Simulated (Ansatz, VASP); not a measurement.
## P: VASP beside Ansatz

```
CELL_PARAMETERS angstrom
0.00000 2.74015 2.74015
2.74015 0.00000 2.74015
2.74015 2.74015 0.00000
ATOMIC_POSITIONS crystal
P 0.00000 0.00000 0.00000
P 0.25000 0.25000 0.25000
```

Alike in both runs: task single point; functional PBE; k mesh 11 × 11 × 11; occupations fermi-dirac, width 0.08 eV; no spin polarisation.

```csv
,VASP,Ansatz
version,VASP 6.6.1,Ansatz 0.2.0
potentials or method,"VASP PAW PBE potentials, release 64 (P), cutoff 520 eV","all-electron LAPW, scalar-relativistic"
```

|  | VASP | Ansatz | Ansatz less VASP |
| --- | --- | --- | --- |
| pressure (GPa) | -0.1 | 0.0 | +0.13 |

Ansatz ran all-electron here, and VASP with PAW potentials.
